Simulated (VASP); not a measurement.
# AlN (P1) in VASP: relaxation of cell and atoms with PBE

Aim: the relaxation of cell and atoms of AlN with PBE.

Program: VASP 6.6.1. These are calculated values, not measurements. Logs are shortened: lines on timing, memory, paths and dates and some standing lists are left out, and cuts for length are marked.

## Step 1: The cell of the first run

The typed cell holds 4 atoms: a = 2.613 Å, b = 2.706 Å, c = 9.959 Å, α = 91.97°, β = 88.18°, γ = 89.43°.

## Step 2: Relaxation of cell and atoms, PBE

INCAR

```
SYSTEM = AlN
ALGO = Normal
EDIFF = 1E-7
EDIFFG = -0.025
ENCUT = 600
GGA = PE
IBRION = 2
ISIF = 3
ISMEAR = 0
LASPH = .TRUE.
LCHARG = .FALSE.
LREAL = .FALSE.
LWAVE = .FALSE.
NELM = 100
NSW = 80
PREC = Accurate
SIGMA = 0.1
```

KPOINTS

```
k-points
0
G
  6 6 2
  0 0 0
```

POSCAR

```
AlN
1.0
    2.6127333831      0.0136265726      0.0421654297
    0.0136265726      2.7056151295     -0.0464831168
    0.1567137466     -0.1727610378      9.9559386901
Al N
2 2
Direct
    0.5180870777      0.5454978377      0.2325547137
    0.5614108617      0.5088587829      0.7562088232
   -0.0721800421     -0.0145243335      0.2595298943
   -0.0073178973     -0.0398322871      0.7517065688
```

Potentials or basis: VASP PAW PBE potentials, release 64 (Al, N).

The run is started by

```
cat potpaw_PBE.64/Al/POTCAR potpaw_PBE.64/N/POTCAR > POTCAR
mpirun -np 1 vasp_std > vasp.out
```

OUTCAR:

```text
SYSTEM = AlN
   EDIFF = 1E-7
   EDIFFG = -0.025
   ENCUT = 600
   GGA = PE
   IBRION = 2
   ISIF = 3
   ISMEAR = 0
   LASPH = .TRUE.
   LREAL = .FALSE.
   NELM = 100
   NSW = 80
   PREC = Accurate

 ion  position               nearest neighbor table
   1  0.518  0.545  0.233-   3 1.63   3 1.88   3 1.95   3 2.19
   2  0.561  0.509  0.756-   4 1.67   4 1.85   4 1.92   4 2.11
   3  0.928  0.985  0.260-   1 1.63   1 1.88   1 1.95   1 2.19
   4  0.993  0.960  0.752-   2 1.67   2 1.85   2 1.92   2 2.11

  LATTYP: Found a triclinic cell.
 ALAT       =    10.2151687727
 B/A-ratio  =     0.2558067508
 C/A-ratio  =     0.2649049433
 COS(alpha) =     0.0099715573
 COS(beta)  =     0.0361246098
 COS(gamma) =     0.2248292412

  Lattice vectors:

 A1 = (  -2.4560196365,  -0.1863876104,   9.9137732604)
 A2 = (  -2.6127333831,  -0.0136265726,  -0.0421654297)
 A3 = (  -0.0136265726,  -2.7056151295,   0.0464831168)

Analysis of symmetry for initial positions (statically):
=====================================================================
 Subroutine PRICEL returns:
 Original cell was already a primitive cell.

 Routine SETGRP: Setting up the symmetry group for a
 triclinic supercell.

 Subroutine GETGRP returns: Found  1 space group operations
 (whereof  1 operations were pure point group operations)
 out of a pool of  2 trial point group operations.

The static configuration has the point symmetry C_1 .

Analysis of symmetry for dynamics (positions and initial velocities):
=====================================================================
 Subroutine PRICEL returns:
 Original cell was already a primitive cell.

 Routine SETGRP: Setting up the symmetry group for a
 triclinic supercell.

 Subroutine GETGRP returns: Found  1 space group operations
 (whereof  1 operations were pure point group operations)
 out of a pool of  2 trial point group operations.

The dynamic configuration has the point symmetry C_1 .

 Subroutine INISYM returns: Found  1 space group operations
 (whereof  1 operations are pure point group operations),
 and found     1 'primitive' translations

----------------------------------------------------------------------------------------

                                     Primitive cell

  volume of cell :      70.3381

  direct lattice vectors                    reciprocal lattice vectors
     2.612733383  0.013626573  0.042165430     0.382849352 -0.002032324 -0.006061594
     0.013626573  2.705615129 -0.046483117    -0.002032324  0.369722725  0.006447627
     0.156713747 -0.172761038  9.955938690    -0.001630934  0.001734800  0.100498338

  length of vectors
     2.613109132  2.706048705  9.958670633     0.382902729  0.369784526  0.100526541

  position of ions in fractional coordinates (direct lattice)
     0.518087078  0.545497838  0.232554714
     0.561410862  0.508858783  0.756208823
     0.927819958  0.985475667  0.259529894
     0.992682103  0.960167713  0.751706569

  ion indices of the primitive-cell ions
   primitive index   ion index
                 1           1
                 2           2
                 3           3
                 4           4

----------------------------------------------------------------------------------------

 KPOINTS: k-points

Automatic generation of k-mesh.
 Grid dimensions read from file:
 generate k-points for:    6    6    2

 Generating k-lattice:

  Cartesian coordinates                     Fractional coordinates (reciprocal lattice)
     0.063808225 -0.000338721 -0.001010266     0.166666667  0.000000000 -0.000000000
    -0.000338721  0.061620454  0.001074604     0.000000000  0.166666667  0.000000000
    -0.000815467  0.000867400  0.050249169     0.000000000  0.000000000  0.500000000

  Length of vectors
     0.063817121  0.061630754  0.050263271

  Shift w.r.t. Gamma in fractional coordinates (k-lattice)
     0.000000000  0.000000000  0.000000000

 Subroutine IBZKPT returns following result:
 ===========================================

 Found     40 irreducible k-points:

 Following reciprocal coordinates:
            Coordinates               Weight
  0.000000  0.000000  0.000000      1.000000
  0.166667  0.000000  0.000000      2.000000
  0.333333  0.000000  0.000000      2.000000
  0.500000  0.000000 -0.000000      1.000000
  0.000000  0.166667  0.000000      2.000000
  0.166667  0.166667  0.000000      2.000000
[... 16 lines left out ...]
  0.333333 -0.000000  0.500000      2.000000
  0.500000  0.000000  0.500000      1.000000
 [... further k-points ...]
   k-points           NKPTS =     40   k-points in BZ     NKDIM =     40   number of bands    NBANDS=     12
   number of dos      NEDOS =    301   number of ions     NIONS =      4
   total plane-waves  NPLWV =  46080
   dimension x,y,z NGX =    24 NGY =   24 NGZ =   80
   dimension x,y,z NGXF=    48 NGYF=   48 NGZF=  160
   ions per type =               2   2
   NGX,Y,Z   is equivalent  to a cutoff of  15.27, 14.74, 13.35 a.u.
   NGXF,Y,Z  is equivalent  to a cutoff of  30.54, 29.49, 26.71 a.u.
 SYSTEM =  AlN
   PREC   = accura    normal or accurate (medium, high low for compatibility)
   ISTART =      0    job   : 0-new  1-cont  2-samecut
   ICHARG =      2    charge: 1-file 2-atom 10-const
   ISPIN  =      1    spin polarized calculation?
   LNONCOLLINEAR =      F non collinear calculations
   LSORBIT =      F    spin-orbit coupling
   LASPH  =      T    aspherical Exc in radial PAW
   ENCUT  =  600.0 eV  44.10 Ry    6.64 a.u.   5.22  5.40 19.89*2*pi/ulx,y,z
   NELM   =    100;   NELMIN=  2; NELMDL= -5     # of ELM steps
   EDIFF  = 0.1E-06   stopping-criterion for ELM
   LREAL  =      F    real-space projection
   EDIFFG = -.3E-01   stopping-criterion for IOM
   NSW    =     80    number of steps for IOM
   IBRION =      2    ionic relax: 0-MD 1-quasi-New 2-CG
   NFREE  =      1    steps in history (QN), initial steepest desc. (CG)
   ISIF   =      3    stress and relaxation
   ISYM   =      2    0-nonsym 1-usesym 2-fastsym
   POTIM  = 0.5000    time-step for ionic-motion
   TEBEG  =    0.0;   TEEND  =   0.0 temperature during run
   PSTRESS=    0.0 pullay stress
   NELECT =      16.0000    total number of electrons
   NUPDOWN=      -1.0000    fix difference up-down
   EMIN   =  10.00;   EMAX   =-10.00  energy-range for DOS
   EFERMI =   0.00;   METHOD = LEGACY
   ISMEAR =     0;   SIGMA  =   0.10  broadening in eV -4-tet -1-fermi 0-gaus
   EFERMI_NEDOS =   21; number of points for ismear=-14 and -15
   IALGO  =     38    algorithm
   IMIX   =      4    mixing-type and parameters
     AMIX     =   0.40;   BMIX     =  1.00
     AMIX_MAG =   1.60;   BMIX_MAG =  1.00
  volume/ion in A,a.u.               =      17.58       118.67
  Fermi-wavevector in a.u.,A,eV,Ry     =   0.999351  1.888499 13.588161  0.998702
  Thomas-Fermi vector in A             =   2.131635
   LORBIT       =      0    0 simple, 1 ext, 2 COOP (PROOUT), +10 PAW based schemes
   GGA     = PE    functional components
   LHFCALC =     F    Hartree Fock is set to
   AEXX    =    0.0000 exact exchange contribution
   IVDW    =     0    specifies the selected vdW correction
   LEPSILON=     F    determine dielectric tensor
   LRPA    =     F    only Hartree local field effects (RPA)
 conjugate gradient relaxation of ions
 non-spin polarized calculation
 Gauss-broadening in eV      SIGMA  =   0.10
  energy-cutoff  :      600.00
  volume of cell :       70.34
 maximum number of plane-waves:      2373
 NGX is ok and might be reduce to    24
   NGX = 11   NGY = 11   NGZ = 39

--------------------------------------- Ionic step        1  -------------------------------------------

 number of electron      15.9999999 magnetization

 Free energy of the ion-electron system (eV)
  ---------------------------------------------------
  ext. energy  EPLUGINS =         0.00000000
  ---------------------------------------------------
  free energy    TOTEN  =       -25.29486573 eV

  energy without entropy =      -25.29486548  energy(sigma->0) =      -25.29486560

------------------------ aborting loop because EDIFF is reached ----------------------------------------

  FORCE on cell =-STRESS in cart. coord.  units (eV):
  Direction    XX          YY          ZZ          XY          YZ          ZX
  --------------------------------------------------------------------------------------
  -------------------------------------------------------------------------------------
  Total       11.4023482      5.9322702     -0.4334386      6.8592705      0.9904602      1.1848870
  in kB      259.7251820    135.1265476     -9.8729597    156.2419644     22.5609198     26.9896151
  external PRESSURE =     128.3262567 kB  Pullay stress =       0.0000000 kB
[... 95 lines left out ...]
  FREE ENERGIE OF THE ION-ELECTRON SYSTEM (eV)
  ---------------------------------------------------
  free  energy   TOTEN  =       -25.8478371091 eV

  energy  without entropy=      -25.8478371086  energy(sigma->0) =      -25.84783711

[... ionic steps 4 to 14 ...]

--------------------------------------- Ionic step       15  -------------------------------------------

 number of electron      16.0000001 magnetization

------------------------ aborting loop because EDIFF is reached ----------------------------------------

  FORCE on cell =-STRESS in cart. coord.  units (eV):
  Direction    XX          YY          ZZ          XY          YZ          ZX
  --------------------------------------------------------------------------------------
  -------------------------------------------------------------------------------------
  Total        0.2482893      0.2410720     -0.0310760     -0.0195943     -0.0169836      0.0284376
  in kB        5.5879014      5.4254707     -0.6993846     -0.4409826     -0.3822251      0.6400047
  external PRESSURE =       3.4379958 kB  Pullay stress =       0.0000000 kB
[... 61 lines left out ...]
  energy  without entropy=      -26.8977818397  energy(sigma->0) =      -26.89778184

--------------------------------------- Ionic step       17  -------------------------------------------

 number of electron      16.0000001 magnetization

 Free energy of the ion-electron system (eV)
  ---------------------------------------------------
  ext. energy  EPLUGINS =         0.00000000
  ---------------------------------------------------
  free energy    TOTEN  =       -26.89794393 eV

  energy without entropy =      -26.89794393  energy(sigma->0) =      -26.89794393

 E-fermi :   3.0924     XC(G=0):  -7.7659

 val. band max:        2.6287299827   @ k =   0.5000   0.5000  -0.0000
 cond. band min:       3.5353096585   @ k =   0.0000   0.0000   0.0000
 fundamental gap:      0.9065796757
 Fermi energy:         3.0924019944

 k-point     1 :       0.0000    0.0000    0.0000
  band No.  band energies     occupation
      1     -13.1091      2.00000
      2     -13.0927      2.00000
      3      -1.7647      2.00000
      4      -1.2419      2.00000
      5       1.6773      2.00000
      6       1.6797      2.00000
      7       1.6802      2.00000
      8       1.6827      2.00000
      9       3.5353      0.00000
     10       6.0844      0.00000
     11       6.8776      0.00000
     12      10.4168      0.00000
[... 331 lines left out ...]
 k-point    24 :       0.5000    0.0000    0.5000
  band No.  band energies     occupation
      1     -11.1277      2.00000
      2     -11.1259      2.00000
      3      -4.7130      2.00000
      4      -4.7062      2.00000
      5       0.8760      2.00000
      6       0.9083      2.00000
      7       2.1069      2.00000
      8       2.1075      2.00000
      9       5.6301      0.00000
     10       5.7706      0.00000
     11       9.0961      0.00000
     12       9.3616      0.00000

 [... further k-points ...]

------------------------ aborting loop because EDIFF is reached ----------------------------------------

  FORCE on cell =-STRESS in cart. coord.  units (eV):
  Direction    XX          YY          ZZ          XY          YZ          ZX
  --------------------------------------------------------------------------------------
  -------------------------------------------------------------------------------------
  Total        0.0195839      0.0151765     -0.0324334     -0.0080064     -0.0139319      0.0233896
  in kB        0.4399698      0.3409544     -0.7286468     -0.1798718     -0.3129932      0.5254691
  external PRESSURE =       0.0174258 kB  Pullay stress =       0.0000000 kB
[... 19 lines left out ...]
  FREE ENERGIE OF THE ION-ELECTRON SYSTEM (eV)
  ---------------------------------------------------
  free  energy   TOTEN  =       -26.8979439307 eV

  energy  without entropy=      -26.8979439307  energy(sigma->0) =      -26.89794393

 reached required accuracy - stopping structural energy minimisation
```

Wall time 5.8 min (1 thread of Intel Xeon Platinum 8259CL at 2.50GHz (Skylake/Cascade Lake), shared host); peak memory 0.22 GiB.

Results:

```
Free energy                           : -26.8979 eV
Relaxed volume                        : 17.83 Å³/atom
Relaxed cell                          : a = 2.691 Å, b = 2.691 Å, c = 9.863 Å, α = 91.61°, β = 87.34°, γ = 89.99°
Space group after relaxing (to 0.1 Å) : C2/m (No. 12)
Energy gained by relaxing             : 400.8 meV/atom
Ionic steps                           : 17
Pressure after relaxing               : 0.0 GPa
Largest force after relaxing          : 0.012 eV/Å
Band gap on the k mesh                : 0.91 eV (least direct gap 1.85 eV)
```

Forces on the atoms (eV/Å):
```
Al  -0.004 -0.003  0.008
Al  -0.002 -0.004  0.007
N    0.002  0.005 -0.004
N    0.004  0.003 -0.011
```

Stress tensor (GPa, compression positive):
```
 0.04 -0.02  0.05
-0.02  0.03 -0.03
 0.05 -0.03 -0.07
```

Step by step:
| step | energy change (eV) | largest force (eV/Å) | pressure (GPa) | volume (Å³) |
| --- | --- | --- | --- | --- |
| 1 | 0.0000 | 6.4759 | 12.83 | 70.34 |
| 2 | -0.4335 | 0.8688 | -12.27 | 84.78 |
| 3 | -0.5530 | 0.9829 | -12.08 | 83.13 |
| 4 | -0.6805 | 1.1104 | -11.69 | 81.56 |
| 5 | -1.1897 | 1.6169 | -7.26 | 75.93 |
| 6 | -1.2033 | 2.0516 | -1.56 | 73.13 |
| 7 | -1.2460 | 1.7397 | -5.09 | 74.64 |
| 8 | -1.2488 | 1.7958 | -4.23 | 74.22 |
| 9 | -1.5010 | 0.7127 | 2.81 | 70.54 |
| 10 | -1.5047 | 0.7957 | 2.00 | 70.89 |
| 11 | -1.5907 | 0.4347 | 0.12 | 71.31 |
| 12 | -1.5949 | 0.3328 | 0.38 | 71.24 |
| 13 | -1.6020 | 0.0616 | -0.58 | 71.60 |
| 14 | -1.6023 | 0.0439 | -0.43 | 71.54 |
| 15 | -1.6027 | 0.0463 | 0.34 | 71.19 |
| 16 | -1.6029 | 0.0329 | 0.04 | 71.32 |
| 17 | -1.6031 | 0.0122 | 0.00 | 71.32 |

Final structure:
```yaml
crystal:
  lattice:
    - [2.69037, -0.00124, 0.06117]
    - [0.00263, 2.69073, -0.03694]
    - [0.23348, -0.14219, 9.85881]
  atoms:
    - { symbol: Al, position: [0.47294, 0.51557, 0.24601] }
    - { symbol: Al, position: [0.52716, 0.48451, 0.75388] }
    - { symbol: N, position: [0.97283, 0.01548, 0.24611] }
    - { symbol: N, position: [0.02708, 0.98443, 0.75400] }
```
